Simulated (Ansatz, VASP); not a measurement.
**Fe: VASP beside Ansatz**

File INCAR:

```
PREC = Accurate ; ENCUT = 600
EDIFF = 1E-6 ; ISMEAR = 0
SIGMA = 0.15 ; LREAL = F
LASPH = T ; NELM = 200
ALGO = Normal ; ISIF = 2
LWAVE = F ; LCHARG = T
ISPIN = 2 ; MAGMOM = 2.44
LORBIT = 11 ; LMAXMIX = 4
GGA = PE ; LELF = T
LVHAR = T ; NBANDS = 18
GGA_COMPAT = F
```

KPOINTS

```
regular mesh
0
Gamma
  10 10 10
```

POSCAR

```
Fe
1.0
   -1.5195513979      1.4157750842      1.4818917806
    1.5195513979     -1.4157750842      1.4818917806
    1.5195513979      1.4157750842     -1.4818917806
Fe
1
Direct
    0.0000000000      0.0000000000      0.0000000000
```

Input for Ansatz:

```yaml
crystal:
  lattice:
    - [-1.5195513979, 1.4157750842, 1.4818917806]
    - [1.5195513979, -1.4157750842, 1.4818917806]
    - [1.5195513979, 1.4157750842, -1.4818917806]
  atoms:
    - { symbol: Fe, position: [0.0, 0.0, 0.0], spin: 2.44 }
basis:
  ecutwfc: 520.0
kpoints:
  mp_grid: { grid: [10, 10, 10] }
hamiltonian:
  xc: pbe
scf:
  occupations: { method: gaussian, width: 0.15 }
output:
  forces: true
  stress: true
  eigenvalues: true
  populations: true
magnetization:
  spin_polarized: true
```

Change from the starting cell: normal strain along x +0.0733, normal strain along z +0.0467.

Alike in both runs: task single point; functional PBE; k mesh 10 × 10 × 10; occupations gaussian, width 0.15 eV; collinear spin.

|  | VASP | Ansatz |
| --- | --- | --- |
| version | VASP 6.6.1 | Ansatz 0.2.0 |
| potentials or method | VASP PAW PBE potentials, release 64 (Fe_sv), cutoff 600 eV | scalar-relativistic, plane waves, PAW |
| valence electrons in the cell | 16 | 16 |

Ansatz gave:

- gap on the k mesh at the Fermi level (eV): none
- pressure (GPa): -14.5
- traceless stress, the component that is largest in VASP (GPa): 2.01
- net moment per atom (μB): 2.44
- size of the moment on the site where the two differ most (μB): 2.51

Problem. Which values does VASP return?

Solution. gap on the k mesh at the Fermi level (eV): none; pressure (GPa): -17.7; traceless stress, the component that is largest in VASP (GPa): 1.98; net moment per atom (μB): 2.45; size of the moment on the site where the two differ most (μB): 2.46.

Site moments also hang on the region over which each program counts them. A gap of «none» marks a metal or a gap that the smearing closes.
